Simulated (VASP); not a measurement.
# Co (Im-3m) in VASP: single point with PBE+U

Aim: the single point of Co with PBE+U.

All numbers are computed with VASP 6.6.1; they aren't measurements. Logs are shortened: lines on timing, memory, paths and dates and some standing lists are left out, and cuts for length are marked.

### Step 1. The cell of the first run

The structure is cubic, space group Im-3m (No. 229). The conventional cell has a = 3.054 Å, b = 3.054 Å, c = 3.054 Å, α = 90.00°, β = 90.00°, γ = 90.00°. Within 3.5 Å of Co (site symmetry m-3m) lie 14 Co at 2.65 to 3.05 Å.

### Step 2. Single point, PBE+U, collinear spin, antiferromagnetic start

INCAR reads:

```
  ALGO = Normal
  EDIFF = 1E-6
  ENCUT = 600
  GGA = PE
  GGA_COMPAT = F
  ISIF = 2
  ISMEAR = -1
  ISPIN = 2
  LASPH = T
  LCHARG = F
  LDAU = T
  LDAUJ = 0
  LDAUL = 2
  LDAUPRINT = 1
  LDAUTYPE = 2
  LDAUU = 4
  LMAXMIX = 4
  LORBIT = 11
  LREAL = F
  LWAVE = F
  MAGMOM = 1 -1
  NBANDS = 20
  NELM = 200
  PREC = Accurate
  SIGMA = 0.05
```

KPOINTS reads:

```
k-points
0
Gamma
  5 5 5
```

POSCAR reads:

```
Co
1.0
    3.0542622789      0.0000000000      0.0000000000
    0.0000000000      3.0542622789      0.0000000000
    0.0000000000      0.0000000000      3.0542622789
Co
2
Direct
    0.0000000000      0.0000000000      0.0000000000
    0.5000000000      0.5000000000      0.5000000000
```

Potentials or basis: VASP PAW PBE potentials, release 64 (Co).

Started as:

```console
cat potpaw_PBE.64/Co/POTCAR > POTCAR
mpirun -np 1 vasp_std > vasp.out
```

OUTCAR:

```text
EDIFF = 1E-6
   ENCUT = 600
   GGA = PE
   ISIF = 2
   ISMEAR = -1
   ISPIN = 2
   LASPH = T
   LORBIT = 11
   LREAL = F
   NELM = 200
   PREC = Accurate

 ion  position               nearest neighbor table
   1  0.000  0.000  0.000-   2 2.65   2 2.65   2 2.65   2 2.65   2 2.65   2 2.65   2 2.65   2 2.65

   2  0.500  0.500  0.500-   1 2.65   1 2.65   1 2.65   1 2.65   1 2.65   1 2.65   1 2.65   1 2.65

  LATTYP: Found a simple cubic cell.
 ALAT       =     3.0542622789

  Lattice vectors:

 A1 = (   3.0542622789,   0.0000000000,   0.0000000000)
 A2 = (   0.0000000000,   3.0542622789,   0.0000000000)
 A3 = (   0.0000000000,   0.0000000000,   3.0542622789)

Analysis of symmetry for initial positions (statically):
=====================================================================
 Subroutine PRICEL returns following result:

  LATTYP: Found a body centered cubic cell.
 ALAT       =     3.0542622789
[... 12 lines left out ...]
 Subroutine GETGRP returns: Found 48 space group operations
 (whereof 48 operations were pure point group operations)
 out of a pool of 48 trial point group operations.

The static configuration has the point symmetry O_h .

Analysis of symmetry for dynamics (positions and initial velocities):
=====================================================================
 Subroutine PRICEL returns following result:

  LATTYP: Found a body centered cubic cell.
 ALAT       =     3.0542622789
[... 12 lines left out ...]
 Subroutine GETGRP returns: Found 48 space group operations
 (whereof 48 operations were pure point group operations)
 out of a pool of 48 trial point group operations.

The dynamic configuration has the point symmetry O_h .

Analysis of structural, dynamic, and magnetic symmetry:
=====================================================================
 Subroutine PRICEL returns following result:

  LATTYP: Found a body centered cubic cell.
 ALAT       =     3.0542622789
[... 12 lines left out ...]
 Subroutine GETGRP returns: Found 48 space group operations
 (whereof 48 operations were pure point group operations)
 out of a pool of 48 trial point group operations.

The overall configuration has the point symmetry O_h .

 Subroutine INISYM returns: Found 48 space group operations
 (whereof 48 operations are pure point group operations),
 and found     2 'primitive' translations

----------------------------------------------------------------------------------------

                                     Primitive cell

  volume of cell :      14.2459

  direct lattice vectors                    reciprocal lattice vectors
     1.527131139  1.527131139 -1.527131139     0.327411305  0.327411305  0.000000000
    -1.527131139  1.527131139  1.527131139    -0.000000000  0.327411305  0.327411305
     1.527131139 -1.527131139  1.527131139     0.327411305  0.000000000  0.327411305

  length of vectors
     2.645068723  2.645068723  2.645068723     0.463029509  0.463029509  0.463029509

  position of ions in fractional coordinates (direct lattice)
     0.000000000  0.000000000  0.000000000

  ion indices of the primitive-cell ions
   primitive index   ion index
                 1           1

----------------------------------------------------------------------------------------

[... 116 lines left out ...]

 occupancies and eigenvectors

  o =  0.0275  v =  0.0000  0.0000  0.0000  0.0000  0.0000  0.0000  0.0000  0.9438  0.0000 -0.3306      0.0000  0.0000  0.0000  0.0000  0.0000  0.0000  0.0000  0.0000  0.0000  0.0000
  o =  0.0275  v =  0.0000  0.0000  0.0000  0.0000  0.0000  0.0000  0.0000  0.3306 -0.0000  0.9438      0.0000  0.0000  0.0000  0.0000  0.0000  0.0000  0.0000  0.0000  0.0000  0.0000
  o =  0.8776  v =  0.0000  0.0000  0.0000  0.0000  0.0000  0.0000  0.9892  0.0000  0.1469  0.0000      0.0000  0.0000  0.0000  0.0000  0.0000  0.0000  0.0000  0.0000  0.0000  0.0000
  o =  0.8776  v =  0.0000  0.0000  0.0000  0.0000  0.0000  0.0000  0.1469  0.0000 -0.9892  0.0000      0.0000  0.0000  0.0000  0.0000  0.0000  0.0000  0.0000  0.0000  0.0000  0.0000
  o =  0.8776  v =  0.0000  0.0000  0.0000  0.0000  0.0000  1.0000  0.0000  0.0000  0.0000  0.0000      0.0000  0.0000  0.0000  0.0000  0.0000  0.0000  0.0000  0.0000  0.0000  0.0000
  o =  0.9039  v =  0.0000 -0.8349  0.0000  0.5503  0.0000  0.0000  0.0000  0.0000  0.0000  0.0000      0.0000  0.0000  0.0000  0.0000  0.0000  0.0000  0.0000  0.0000  0.0000  0.0000
  o =  0.9039  v =  1.0000  0.0000  0.0000  0.0000  0.0000  0.0000  0.0000  0.0000  0.0000  0.0000      0.0000  0.0000  0.0000  0.0000  0.0000  0.0000  0.0000  0.0000  0.0000  0.0000
  o =  0.9039  v =  0.0000 -0.5503  0.0000 -0.8349  0.0000  0.0000  0.0000  0.0000  0.0000  0.0000      0.0000  0.0000  0.0000  0.0000  0.0000  0.0000  0.0000  0.0000  0.0000  0.0000
  o =  0.9404  v =  0.0000 -0.0000 -0.4450 -0.0000 -0.8955  0.0000  0.0000  0.0000  0.0000  0.0000      0.0000  0.0000  0.0000  0.0000  0.0000  0.0000  0.0000  0.0000  0.0000  0.0000
  o =  0.9404  v =  0.0000 -0.0000 -0.8955  0.0000  0.4450  0.0000  0.0000  0.0000  0.0000  0.0000      0.0000  0.0000  0.0000  0.0000  0.0000  0.0000  0.0000  0.0000  0.0000  0.0000

atom =   2  type =  1  l = 2

 onsite density matrix

spin component  1

  0.8776 -0.0000 -0.0000 -0.0000  0.0000
 -0.0000  0.8776 -0.0000 -0.0000  0.0000
 -0.0000 -0.0000  0.0275 -0.0000 -0.0000
 -0.0000 -0.0000 -0.0000  0.8776  0.0000
  0.0000  0.0000 -0.0000  0.0000  0.0275

spin component  2

  0.9039  0.0000  0.0000 -0.0000  0.0000
  0.0000  0.9039 -0.0000 -0.0000 -0.0000
  0.0000 -0.0000  0.9404  0.0000 -0.0000
 -0.0000 -0.0000  0.0000  0.9039  0.0000
  0.0000 -0.0000 -0.0000  0.0000  0.9404

 occupancies and eigenvectors

  o =  0.0275  v =  0.0000 -0.0000 -0.9958 -0.0000  0.0912  0.0000  0.0000  0.0000  0.0000  0.0000      0.0000  0.0000  0.0000  0.0000  0.0000  0.0000  0.0000  0.0000  0.0000  0.0000
  o =  0.0275  v =  0.0000  0.0000 -0.0912 -0.0000 -0.9958  0.0000  0.0000  0.0000  0.0000  0.0000      0.0000  0.0000  0.0000  0.0000  0.0000  0.0000  0.0000  0.0000  0.0000  0.0000
  o =  0.8776  v =  0.0000 -0.3810 -0.0000  0.9246 -0.0000  0.0000  0.0000  0.0000  0.0000  0.0000      0.0000  0.0000  0.0000  0.0000  0.0000  0.0000  0.0000  0.0000  0.0000  0.0000
  o =  0.8776  v =  0.0000  0.9246 -0.0000  0.3810 -0.0000  0.0000  0.0000  0.0000  0.0000  0.0000      0.0000  0.0000  0.0000  0.0000  0.0000  0.0000  0.0000  0.0000  0.0000  0.0000
  o =  0.8776  v =  1.0000  0.0000  0.0000  0.0000  0.0000  0.0000  0.0000  0.0000  0.0000  0.0000      0.0000  0.0000  0.0000  0.0000  0.0000  0.0000  0.0000  0.0000  0.0000  0.0000
  o =  0.9039  v =  0.0000  0.0000  0.0000  0.0000  0.0000  1.0000  0.0000  0.0000  0.0000  0.0000      0.0000  0.0000  0.0000  0.0000  0.0000  0.0000  0.0000  0.0000  0.0000  0.0000
  o =  0.9039  v =  0.0000  0.0000  0.0000  0.0000  0.0000  0.0000 -0.4140  0.0000 -0.9103  0.0000      0.0000  0.0000  0.0000  0.0000  0.0000  0.0000  0.0000  0.0000  0.0000  0.0000
  o =  0.9039  v =  0.0000  0.0000  0.0000  0.0000  0.0000  0.0000  0.9103 -0.0000 -0.4140 -0.0000      0.0000  0.0000  0.0000  0.0000  0.0000  0.0000  0.0000  0.0000  0.0000  0.0000
  o =  0.9404  v =  0.0000  0.0000  0.0000  0.0000  0.0000  0.0000 -0.0000  0.1242  0.0000 -0.9923      0.0000  0.0000  0.0000  0.0000  0.0000  0.0000  0.0000  0.0000  0.0000  0.0000
  o =  0.9404  v =  0.0000  0.0000  0.0000  0.0000  0.0000  0.0000  0.0000  0.9923 -0.0000  0.1242      0.0000  0.0000  0.0000  0.0000  0.0000  0.0000  0.0000  0.0000  0.0000  0.0000

 number of electron      18.0000015 magnetization      -0.0000000

 Free energy of the ion-electron system (eV)
  ---------------------------------------------------
  ext. energy  EPLUGINS =         0.00000000
  ---------------------------------------------------
  free energy    TOTEN  =        -8.16493452 eV

  energy without entropy =       -8.15964883  energy(sigma->0) =       -8.16229168

 E-fermi :   7.5490     XC(G=0): -11.7538

 val. band max:        7.0045222261   @ k =   0.4000   0.2000   0.0000
 cond. band min:       7.6402389046   @ k =   0.4000   0.4000   0.0000
 fundamental gap:      0.6357166785
 Fermi energy:         7.5490050086

 spin component 1

 k-point     1 :       0.0000    0.0000    0.0000
  band No.  band energies     occupation
      1      -0.4510      1.00000
      2       2.3954      1.00000
      3       2.3955      1.00000
      4       4.3097      1.00000
      5       4.3098      1.00000
      6       4.3098      1.00000
[... 206 lines left out ...]
      6       4.2510      1.00000
[... 12 lines left out ...]
     19      35.5488      0.00000
     20      35.5489      0.00000
 Fermi energy:         7.5490050086

 spin component 2

 k-point     1 :       0.0000    0.0000    0.0000
  band No.  band energies     occupation
      1      -0.4510      1.00000
      2       2.3954      1.00000
      3       2.3955      1.00000
      4       4.3097      1.00000
      5       4.3098      1.00000
      6       4.3098      1.00000
[... 219 lines left out ...]
     19      35.5488      0.00000
     20      35.5489      0.00000

------------------------ aborting loop because EDIFF is reached ----------------------------------------

  FORCE on cell =-STRESS in cart. coord.  units (eV):
  Direction    XX          YY          ZZ          XY          YZ          ZX
  --------------------------------------------------------------------------------------
  -------------------------------------------------------------------------------------
  Total       -1.1504784     -1.1504784     -1.1504784     -0.0000000     -0.0000000     -0.0000000
  in kB      -64.6949038    -64.6949038    -64.6949038     -0.0000000     -0.0000000     -0.0000000
  external PRESSURE =     -64.6949038 kB  Pullay stress =       0.0000000 kB

 VOLUME and BASIS-vectors are now :
 -----------------------------------------------------------------------------
  energy-cutoff  :      600.00
  volume of cell :       28.49
      direct lattice vectors                 reciprocal lattice vectors
     3.054262279  0.000000000  0.000000000     0.327411305  0.000000000  0.000000000
     0.000000000  3.054262279  0.000000000     0.000000000  0.327411305  0.000000000
     0.000000000  0.000000000  3.054262279     0.000000000  0.000000000  0.327411305

 POSITION                                       TOTAL-FORCE (eV/Angst)
 -----------------------------------------------------------------------------------
      0.00000      0.00000      0.00000         0.000000      0.000000      0.000000
      1.52713      1.52713      1.52713        -0.000000     -0.000000     -0.000000
 -----------------------------------------------------------------------------------
    total drift:                                0.000000      0.000000     -0.000000

  FREE ENERGIE OF THE ION-ELECTRON SYSTEM (eV)
  ---------------------------------------------------
  free  energy   TOTEN  =        -8.1649345224 eV

  energy  without entropy=       -8.1596488290  energy(sigma->0) =       -8.16229168

 total charge

# of ion       s       p       d       tot
------------------------------------------
    1        0.406   0.330   7.258   7.994
    2        0.406   0.330   7.258   7.994
--------------------------------------------------
tot          0.812   0.660  14.516  15.988

 magnetization (x)

# of ion       s       p       d       tot
------------------------------------------
    1        0.031   0.028   1.902   1.961
    2       -0.031  -0.028  -1.902  -1.961
--------------------------------------------------
tot          0.000   0.000   0.000   0.000
```

It took 14 s on 1 thread of Intel Xeon Platinum 8259CL at 2.50GHz (Skylake/Cascade Lake), shared host; peak memory 0.15 GiB.

Results:

- Free energy: -8.1649 eV
- Pressure: -6.5 GPa
- Band gap on the k mesh: zero (filled and empty bands overlap)
- Net moment: 0.00 μB per cell
- Site moments: Co +1.96, -1.96 μB
- Valence electrons inside the program's atomic spheres: Co 7.99

Eigenvalues of the final occupation matrices:
```csv
site,spin,trace,eigenvalues
site 1 d,1,4.59,0.90 0.90 0.90 0.94 0.94
site 1 d,2,2.69,0.03 0.03 0.88 0.88 0.88
site 2 d,1,2.69,0.03 0.03 0.88 0.88 0.88
site 2 d,2,4.59,0.90 0.90 0.90 0.94 0.94
```

Caveat: the k points lie up to 0.41 Å⁻¹ apart; the U is typed as a test and isn't derived for this compound. The state reached can hang on the start; a lower one may exist.
